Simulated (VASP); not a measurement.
Crystal: Ba2ZnP2.

```
Ba Zn P
1.0
     5.43514    0.00000    0.00000
     0.00000    5.43514    0.00000
     0.00000    0.00000    8.58287
Ba Zn P
4 2 4
Cartesian
  4.1692 4.1692 4.2914
  1.2659 1.2659 4.2914
  4.1692 1.2659 0.0000
  1.2659 4.1692 0.0000
  2.7176 2.7176 6.4372
  2.7176 2.7176 2.1457
  1.2768 1.2768 0.0000
  4.1584 4.1584 0.0000
  1.2768 4.1584 4.2914
  4.1584 1.2768 4.2914
```

- Program: VASP 6.6.1
- Task: relaxation of cell and atoms
- Functional: PBE
- Potentials or basis: VASP PAW PBE potentials, release 64 (Ba_sv, Zn, P)
- Cutoff: 600 eV
- k mesh: 3 × 3 × 2
- Occupations: gaussian, width 0.2 eV
- Spin: no spin polarisation

At the start: pressure 24.2 GPa; volume 25.35 Å³/atom.

Question: How do energy, volume and symmetry change on relaxing?

Answer: Over 14 steps the energy falls by 1540.4 meV/atom and the volume is 29.62 Å³/atom (+16.8 %); space group P4_2/mcm (No. 132, to 0.05 Å).

The path:
```csv
step,energy change (eV),largest force (eV/Å),pressure (GPa),volume (Å³)
1,0.0000,4.2236,24.15,253.54
2,-10.2172,0.9447,-4.36,414.04
3,-10.8843,0.9811,-1.42,364.63
4,-10.8846,0.9717,-1.62,367.06
5,-11.6878,0.9627,-1.80,353.51
6,-14.2601,1.0091,-0.97,311.39
7,-3.2907,2.1305,37.23,219.82
8,-14.7737,0.9715,-0.08,300.62
9,-14.8770,0.9640,4.86,272.94
10,-15.1018,0.9492,2.09,285.22
11,-15.0990,0.9481,2.52,282.93
12,-15.2516,0.3185,-1.07,302.73
13,-15.3563,0.1268,0.13,294.76
14,-15.4041,0.0631,-0.24,296.19
```

Final structure:
```
CELL_PARAMETERS angstrom
6.78782 0.00000 0.00000
0.00000 6.78782 0.00000
0.00000 0.00000 6.42841
ATOMIC_POSITIONS crystal
Ba 0.78182 0.78182 0.50000
Ba 0.21818 0.21818 0.50000
Ba 0.78182 0.21818 0.00000
Ba 0.21818 0.78182 0.00000
Zn 0.50000 0.50000 0.75000
Zn 0.50000 0.50000 0.25000
P 0.29494 0.29494 0.00000
P 0.70506 0.70506 0.00000
P 0.29494 0.70506 0.50000
P 0.70506 0.29494 0.50000
```

Caveat: the volume moved by over 15 % at a fixed basis, so the end points are rough; the relaxation stopped at a loose force limit of 0.08 eV/Å, so its end isn't a converged minimum.
